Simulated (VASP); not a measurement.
Input of a VASP 6.6.1 run:

File INCAR:

```
PREC = Accurate ; ENCUT = 520
EDIFF = 1E-7 ; ISMEAR = 0
SIGMA = 0.05 ; LREAL = False
LASPH = True ; NELM = 100
ALGO = Normal ; ISIF = 2
LWAVE = False ; LCHARG = True
GGA = PS ; LELF = True
LVHAR = True ; NELECT = 102.0
NBANDS = 65
```

Contents of KPOINTS:

```
regular mesh
0
Gamma
  4 4 4
```

File POSCAR:

```
Hf5O9
1.0
    0.0000000000      0.0000000000      5.0445920065
    5.0445920065     -2.5222960033      2.5222960033
    2.5222960033      5.0445920065      2.5222960033
Hf O
5 9
Direct
    0.8000000000      0.6000000000      0.8000000000
    1.0000000000      1.0000000000      0.0000000000
    0.2000000000      0.4000000000      0.2000000000
    0.4000000000      0.8000000000      0.4000000000
    0.6000000000      0.2000000000      0.6000000000
    0.2500000000      0.5000000000      0.5000000000
    0.4500000000      0.9000000000      0.7000000000
    0.6500000000      0.3000000000      0.9000000000
    0.8500000000      0.7000000000      0.1000000000
    0.1500000000      0.3000000000      0.9000000000
    0.3500000000      0.7000000000      0.1000000000
    0.3148674065      0.0801767913      0.2900883957
    0.7500000000      0.5000000000      0.5000000000
    0.9500000000      0.9000000000      0.7000000000
```

Potentials or basis: VASP PAW PBE potentials, release 64 (Hf_pv, O).

The run is started by

```sh
$ cat potpaw_PBE.64/Hf_pv/POTCAR potpaw_PBE.64/O/POTCAR > POTCAR
$ mpirun -np 1 vasp_std > vasp.out
```

(1) Predict the largest force.

Results:

(1) 13.619 eV/Å.

Caveat: the k points lie up to 0.37 Å⁻¹ apart; the cell carries a net charge on a neutralising background, which shifts energy and pressure; the cell differs from its parent crystal (atoms taken out, atom 12 moved 0.500 of the way to it and -0.125 Å across, host rigid); the PAW data sets were made with another functional, which shifts forces and pressure a little.
